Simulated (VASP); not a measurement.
Runs of VASP 6.6.1 on WC. The structure is that of space group P-6m2 (No. 187), or close to it. The cells are those of the table. 

```tsv
task	potentials or basis	cell	k mesh	cutoff (eV)	smearing	second run	gap on the mesh (eV)	pressure (GPa)	relaxed volume (Å³/atom)
single point	VASP PAW PBE potentials, release 64 (W_sv, C_h)	a = 2.922, b = 2.922, c = 2.847 Å, angles 90.0, 90.0, 120.0°, 2 atoms	18 × 18 × 16	910	gaussian 0.1 eV	hard_potentials	none	(b)	-
relaxation of cell and atoms	VASP PAW PBE potentials, release 64 (W_sv, C)	relaxed from a = 2.921, b = 2.921, c = 2.845 Å, angles 90.0, 90.0, 120.0°, 2 atoms	18 × 18 × 16	600	gaussian 0.1 eV	-	none	0.0	10.55
single point	VASP PAW PBE potentials, release 64 (W_sv, C)	a = 2.926, b = 2.926, c = 2.843 Å, angles 90.0, 90.0, 120.0°, 2 atoms	7 × 7 × 5	600	gaussian 0.2 eV	-	none	(a)	-
single point	VASP PAW PBE potentials, release 64 (W_sv, C)	a = 2.857, b = 2.857, c = 2.799 Å, angles 90.0, 90.0, 120.0°, 2 atoms	18 × 18 × 16	520	gaussian 0.1 eV	-	none	28.4	-
relaxation of cell and atoms	VASP PAW PBE potentials, release 64 (W_sv, C)	relaxed from a = 2.907, b = 2.907, c = 2.837 Å, angles 90.0, 90.0, 120.0°, 2 atoms	6 × 6 × 6	600	gaussian 0.1 eV	-	none	0.0	10.56
single point	VASP PAW PBE potentials, release 64 (W_sv, C)	a = 2.922, b = 2.922, c = 2.847 Å, angles 90.0, 90.0, 120.0°, 2 atoms	18 × 18 × 16	520	gaussian 0.1 eV	-	none	1.1	-
relaxation of shape and atoms at fixed volume	VASP PAW PBE potentials, release 64 (W_sv, C)	relaxed from a = 2.860, b = 2.860, c = 2.794 Å, angles 90.0, 90.0, 120.0°, 2 atoms	18 × 18 × 16	600	gaussian 0.1 eV	-	none	28.3	-
```

Alike in all rows: level PBE; no spin polarisation.

Task: Fill in the values left out.

Result: (a) 0.7; (b) 0.9.

Caveats: some runs use coarse meshes; spin-orbit coupling is left out, which moves the levels of the heavy elements; the cutoff is under 1.25 times the usual one of these potentials, so pressure, stress and relaxed cells hold a basis-set (Pulay) error (some runs).

A k mesh can miss the band edges, and the runs leave out spin-orbit coupling on W.

A gap of «none» marks levels without a gap at the run's occupations.
